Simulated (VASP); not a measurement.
# Cd (P6_3/mmc) in VASP: a series of runs, part 2 of 2

VASP 6.6.1. Earlier steps stand in the parts before.

### 3 Relaxation of volume and atoms at fixed shape, LDA

This run uses another cell than the first one, of 21.59 Å³/atom, 1.075 times its volume.

File INCAR:

```
PREC     = Accurate       # precision mode
ENCUT    = 600            # plane-wave cutoff, eV
EDIFF    = 1E-6           # SCF threshold, eV
ISMEAR   = 0              # smearing method
SIGMA    = 0.1            # smearing width, eV
LREAL    = F              # projectors in reciprocal space
LASPH    = T              # aspherical terms in the spheres
NELM     = 80             # most SCF steps
ALGO     = Normal         # electronic algorithm
ISIF     = 8              # what is computed and relaxed
LWAVE    = F              # write WAVECAR
LCHARG   = F              # write CHGCAR
IBRION   = 2              # ionic algorithm
NSW      = 80             # ionic steps
EDIFFG   = -0.02          # ionic threshold
```

File KPOINTS:

```
Automatic mesh
0
Gamma
  9 9 4
```

File POSCAR:

```
Cd
1.0
    2.9788700000      0.0000000000      0.0000000000
   -1.4894350000      2.5797770000      0.0000000000
    0.0000000000      0.0000000000      5.6176500000
Cd
2
Direct
    0.3333333333      0.6666666667      0.2500000000
    0.6666666667      0.3333333333      0.7500000000
```

Potentials or basis: VASP PAW LDA potentials, release 64 (Cd).

Started as:

```bash
cat potpaw_LDA.64/Cd/POTCAR > POTCAR
mpirun -np 1 vasp_std > vasp.out
```

OUTCAR:

```text
PREC = Accurate
   ENCUT = 600
   EDIFF = 1E-6
   ISMEAR = 0
   LREAL = F
   LASPH = T
   NELM = 80
   ISIF = 8
   IBRION = 2
   NSW = 80
   EDIFFG = -0.02

 ion  position               nearest neighbor table
   1  0.333  0.667  0.250-   2 3.29   2 3.29   2 3.29   2 3.29   2 3.29   2 3.29
   2  0.667  0.333  0.750-   1 3.29   1 3.29   1 3.29   1 3.29   1 3.29   1 3.29

  LATTYP: Found a hexagonal cell.
 ALAT       =     2.9788700000
 C/A-ratio  =     1.8858325472

  Lattice vectors:

 A1 = (   2.9788700000,   0.0000000000,   0.0000000000)
 A2 = (  -1.4894350000,   2.5797770000,   0.0000000000)
 A3 = (   0.0000000000,   0.0000000000,   5.6176500000)

Analysis of symmetry for initial positions (statically):
=====================================================================
 Subroutine PRICEL returns:
 Original cell was already a primitive cell.

 Routine SETGRP: Setting up the symmetry group for a
 hexagonal supercell.

 Subroutine GETGRP returns: Found 24 space group operations
 (whereof 12 operations were pure point group operations)
 out of a pool of 24 trial point group operations.

The static configuration has the point symmetry D_3d.
 The point group associated with its full space group is D_6h.

Analysis of symmetry for dynamics (positions and initial velocities):
=====================================================================
 Subroutine PRICEL returns:
 Original cell was already a primitive cell.

 Routine SETGRP: Setting up the symmetry group for a
 hexagonal supercell.

 Subroutine GETGRP returns: Found 24 space group operations
 (whereof 12 operations were pure point group operations)
 out of a pool of 24 trial point group operations.

The dynamic configuration has the point symmetry D_3d.
 The point group associated with its full space group is D_6h.

 Subroutine INISYM returns: Found 24 space group operations
 (whereof 12 operations are pure point group operations),
 and found     1 'primitive' translations

[... 120 lines left out ...]
   LHFCALC =     F    Hartree Fock is set to
   AEXX    =    0.0000 exact exchange contribution
   IVDW    =     0    specifies the selected vdW correction
   LEPSILON=     F    determine dielectric tensor
   LRPA    =     F    only Hartree local field effects (RPA)
 conjugate gradient relaxation of ions
 non-spin polarized calculation
 Gauss-broadening in eV      SIGMA  =   0.10
  energy-cutoff  :      600.00
  volume of cell :       43.17
 maximum number of plane-waves:      1458
 NGX is ok and might be reduce to    24
   NGX = 11   NGY = 11   NGZ = 23

--------------------------------------- Ionic step        1  -------------------------------------------

 number of electron      24.0000000 magnetization

 Free energy of the ion-electron system (eV)
  ---------------------------------------------------
  ext. energy  EPLUGINS =         0.00000000
  ---------------------------------------------------
  free energy    TOTEN  =        -2.97221172 eV

  energy without entropy =       -2.96522041  energy(sigma->0) =       -2.96871607

------------------------ aborting loop because EDIFF is reached ----------------------------------------

  FORCE on cell =-STRESS in cart. coord.  units (eV):
  Direction    XX          YY          ZZ          XY          YZ          ZX
  --------------------------------------------------------------------------------------
  -------------------------------------------------------------------------------------
  Total       -1.1676983     -1.1676982     -0.4560618     -0.0000000     -0.0000000      0.0000000
  in kB      -43.3363993    -43.3363961    -16.9256718     -0.0000000     -0.0000000      0.0000000
  external PRESSURE =     -34.5328224 kB  Pullay stress =       0.0000000 kB
[... 59 lines left out ...]
--------------------------------------- Ionic step        3  -------------------------------------------

 number of electron      24.0000001 magnetization

 Free energy of the ion-electron system (eV)
  ---------------------------------------------------
  ext. energy  EPLUGINS =         0.00000000
  ---------------------------------------------------
  free energy    TOTEN  =        -3.00400100 eV

  energy without entropy =       -2.99777004  energy(sigma->0) =       -3.00088552

 E-fermi :   3.4831     XC(G=0): -11.7151

 val. band max:        3.4736262898   @ k =   0.3333   0.2222   0.2500
 cond. band min:       3.5789690283   @ k =   0.4444   0.1111   0.5000
 fundamental gap:      0.1053427385
 Fermi energy:         3.4830957742

 k-point     1 :       0.0000    0.0000    0.0000
  band No.  band energies     occupation
      1      -6.9360      2.00000
      2      -6.6472      2.00000
      3      -6.1668      2.00000
      4      -6.1668      2.00000
      5      -6.1066      2.00000
      6      -6.1066      2.00000
[... 433 lines left out ...]
      3      -6.3023      2.00000
      4      -6.0616      2.00000
      5      -5.9882      2.00000
      6      -5.9882      2.00000
[... 8 lines left out ...]
     15       6.3013      0.00000
     16       6.6910      0.00000

 [... further k-points ...]
[... 5 lines left out ...]
  --------------------------------------------------------------------------------------
  -------------------------------------------------------------------------------------
  Total       -0.1411293     -0.1411293      0.3272360     -0.0000000     -0.0000000      0.0000000
  in kB       -5.5865197     -5.5865193     12.9534480     -0.0000000     -0.0000000      0.0000000
  external PRESSURE =       0.5934697 kB  Pullay stress =       0.0000000 kB
[... 17 lines left out ...]
  FREE ENERGIE OF THE ION-ELECTRON SYSTEM (eV)
  ---------------------------------------------------
  free  energy   TOTEN  =        -3.0040010019 eV

  energy  without entropy=       -2.9977700419  energy(sigma->0) =       -3.00088552

 reached required accuracy - stopping structural energy minimisation
```

OSZICAR:

```text
N       E                     dE             d eps       ncg     rms          rms(c)
DAV:   1     0.184418354601E+03    0.18442E+03   -0.14644E+04  1152   0.170E+03
DAV:   2     0.784050814078E+00   -0.18363E+03   -0.17925E+03  1168   0.394E+02
DAV:   3    -0.311900071543E+01   -0.39031E+01   -0.38977E+01  1448   0.681E+01
[... 19 lines left out ...]
DAV:   1    -0.300811813534E+01   -0.42173E-02   -0.80834E-02  1152   0.396E+00    0.466E-01
DAV:   2    -0.300428823784E+01    0.38299E-02   -0.10846E-02  1152   0.152E+00    0.145E-01
DAV:   3    -0.300405809615E+01    0.23014E-03   -0.46165E-04  1296   0.263E-01    0.118E-01
DAV:   4    -0.300400117005E+01    0.56926E-04   -0.46506E-05  1192   0.547E-02    0.103E-02
DAV:   5    -0.300400100191E+01    0.16815E-06   -0.11776E-06   976   0.115E-02
   3 F= -.30040010E+01 E0= -.30008855E+01  d E =-.317893E-01
```

Run time: 50 s. Hardware: 1 thread of Intel Xeon 8259CL, shared host; peak memory 0.17 GiB.

What came out:

- Free energy: -3.0040 eV
- Relaxed volume: 20.24 Å³/atom
- Relaxed cell: a = 2.916 Å, b = 2.916 Å, c = 5.498 Å, α = 90.00°, β = 90.00°, γ = 120.00°
- Space group after relaxing (to 0.05 Å): P6_3/mmc (No. 194)
- Energy gained by relaxing: 15.9 meV/atom
- Ionic steps: 3
- Pressure after relaxing: 0.1 GPa
- Band gap on the k mesh: zero (band 12 reaches 4.27 eV, above the bottom of band 13 at 0.20 eV)

Stress tensor (GPa, compression positive):
```
-0.56  0.00  0.00
 0.00 -0.56  0.00
 0.00  0.00  1.30
```

The path:
```csv
step,energy change (eV),largest force (eV/Å),pressure (GPa),volume (Å³)
1,0.0000,0.0000,-3.45,43.17
2,-0.0317,0.0000,0.25,40.33
3,-0.0318,0.0000,0.06,40.47
```

Final structure:
```
Cd
1.0
     2.91553    0.00000    0.00000
    -1.45777    2.52492    0.00000
     0.00000    0.00000    5.49820
Cd
2
Direct
  0.33333 0.66667 0.25000
  0.66667 0.33333 0.75000
```

Levels at points of the mesh, in eV from the Fermi level:
| k point | band 9 | band 10 | band 11 | band 12 | band 13 | band 14 | band 15 | band 16 |
| --- | --- | --- | --- | --- | --- | --- | --- | --- |
| (0.00, 0.00, 0.00) | -9.04 | -8.75 | -8.75 | -3.61 | -3.28 | 10.63 | 14.56 | 15.22 |
| (0.00, 0.00, 0.50) | -8.88 | -8.88 | -8.02 | -8.02 | 3.62 | 3.62 | 14.88 | 14.88 |

LDA usually gives volumes a few per cent too small. Zero-point motion and thermal expansion aren't in these numbers.
